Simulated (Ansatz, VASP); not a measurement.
## WS2 in VASP and in Ansatz

INCAR

```
SYSTEM = WS2
PREC = Accurate ; ENCUT = 520
EDIFF = 1E-8 ; ISMEAR = -1
SIGMA = 0.03 ; LREAL = .False.
LASPH = .True. ; NELM = 80
ALGO = Normal ; ISIF = 2
LWAVE = .False. ; LCHARG = .False.
LEFG = .True. ; NBANDS = 20
```

KPOINTS

```
Automatic mesh
0
Gamma
  10 10 10
  0 0 0
```

Contents of POSCAR:

```
WS2
1.0
    1.5084614427      0.8709106200      6.1475819531
   -1.5084614427      0.8709106200      6.1475819531
    0.0000000000     -1.7418212400      6.1475819531
W S
1 2
Direct
    0.9993321300      0.9993321300      0.9993321300
    0.5858876800      0.5858876800      0.5858876800
    0.7460801900      0.7460801900      0.7460801900
```

Input for Ansatz:

```yaml
crystal:
  lattice:
    - [1.5084614427, 0.87091062, 6.1475819531]
    - [-1.5084614427, 0.87091062, 6.1475819531]
    - [0.0, -1.74182124, 6.1475819531]
  atoms:
    - { symbol: W, position: [0.99933213, 0.99933213, 0.99933213] }
    - { symbol: S, position: [0.58588768, 0.58588768, 0.58588768] }
    - { symbol: S, position: [0.74608019, 0.74608019, 0.74608019] }
kpoints:
  mp_grid: { grid: [10, 10, 10] }
  band_path:
    path:
      - [0.0, 0.0, 0.0]
      - [-0.5, -0.5, -0.5]
      - [-0.5, -0.1800463939, -0.8199536061]
      - [-0.1800463939, 0.1800463939, -0.5]
      - [0.0, 0.0, -0.5]
      - [0.0, 0.0, 0.0]
      - [0.0, 0.340023197, -0.3400231969]
      - [-0.340023197, 0.0, -0.659976803]
      - [-0.5, 0.0, -0.5]
    npoints: 6
scf:
  occupations: { method: fermi_dirac, width: 0.03 }
hamiltonian:
  xc: lda
  pseudopotentials: { kind: paw }
output:
  forces: true
  stress: true
  eigenvalues: true
  efg: { contact_densities: true }
  populations: true
```

Change from the starting cell: volume scaled by 0.85, PAW files.

Alike in both runs: task electric field gradients; functional LDA; k mesh 10 × 10 × 10; occupations fermi-dirac, width 0.03 eV; no spin polarisation.

|  | VASP | Ansatz |
| --- | --- | --- |
| version | VASP 6.6.1 | Ansatz 0.2.0 |
| potentials or method | VASP PAW LDA potentials, release 64 (W_sv, S) | PAW with Ansatz's default frozen-core files, scalar-relativistic |
| plane-wave cutoff (eV) | 520 | 420 |
| valence electrons in the cell | 26 | 26 |

|  | VASP | Ansatz | Ansatz less VASP |
| --- | --- | --- | --- |
| gap on the k mesh at the Fermi level (eV) | 1.12 | 1.11 | -0.014 |
| pressure (GPa) | 28.2 | 27.6 | -0.56 |
| traceless stress, the component that is largest in VASP (GPa) | 3.04 | 3.10 | +0.059 |
| rms of the force components (eV/Å) | 1.544 | 1.516 | -0.0276 |
| size of Vzz on the site where it differs most (V/Å²) | 201.0 | 220.1 | +19.16 |

LDA's correlation is that of Perdew and Zunger in VASP and of Perdew and Wang (1992) in Ansatz. Atom by atom the forces differ by 0.028 eV/Å (rms over components).

Spin-orbit coupling is off throughout.
